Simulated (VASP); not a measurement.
Set up this calculation in VASP 6.6.1, as the native input.

```yaml
Task: relaxation of cell and atoms
Functional: PBE
Potentials_or_basis: VASP PAW PBE potentials, release 64 (Si, Bi_d, S)
Cutoff: 600 eV
k_mesh: 14 × 14 × 8
Occupations: gaussian, width 0.1 eV
Spin: no spin polarisation
Dipole_correction: no
Further_INCAR_settings: ALGO = Normal; EDIFF = 1e-07; IBRION = 2; EDIFFG = -0.01; NSW = 100; ISIF = 3
```

The structure of SiBiS lies in POSCAR:

```
SiBiS
1.0
    3.5214667949      0.0000000000      0.0000000000
    0.0000000000      3.5214667949      0.0000000000
    0.0000000000      0.0000000000      5.7500814654
Si Bi S
1 1 1
Direct
    0.0000000000      0.0000000000      0.5000000000
    0.5000000000      0.5000000000      0.0000000000
    0.5000000000      0.5000000000      0.5000000000
```

The cell was generated, and may not be a known phase.

One way to write it, as run:

INCAR

```
SYSTEM = SiBiS
  ALGO = Normal
  EDIFF = 1E-7
  EDIFFG = -0.01
  ENCUT = 600
  GGA = PE
  IBRION = 2
  ISIF = 3
  ISMEAR = 0
  LASPH = .TRUE.
  LCHARG = .FALSE.
  LREAL = .FALSE.
  LWAVE = .FALSE.
  NELM = 100
  NSW = 100
  PREC = Accurate
  SIGMA = 0.1
```

KPOINTS

```
k-points
0
G
  14 14 8
  0 0 0
```

Potentials or basis: VASP PAW PBE potentials, release 64 (Si, Bi_d, S).

Launch:

```console
$ cat potpaw_PBE.64/Si/POTCAR potpaw_PBE.64/Bi_d/POTCAR potpaw_PBE.64/S/POTCAR > POTCAR
$ mpirun -np 1 vasp_std > vasp.out
```

It gave:

```
Relaxed volume                        : 24.11 Å³/atom
Relaxed cell                          : a = 3.553 Å, b = 3.553 Å, c = 5.729 Å, α = 90.00°, β = 90.00°, γ = 90.00°
Space group after relaxing (to 0.1 Å) : P4/mmm (No. 123)
Energy gained by relaxing             : 1.7 meV/atom
Ionic steps                           : 5
Pressure after relaxing               : 0.0 GPa
Band gap on the k mesh                : zero (an odd number of electrons rules out a gap without spin polarisation)
```

Caveat: spin-orbit coupling is left out, which moves the levels of the heavy elements; an odd number of electrons without spin polarisation forces a metal; a magnetic or distorted state may lie lower.

Run time: 4.8 min on 1 thread of Intel(R) Xeon(R) 6975P-C (Granite Rapids), with other jobs on the host, peak memory 0.41 GiB.
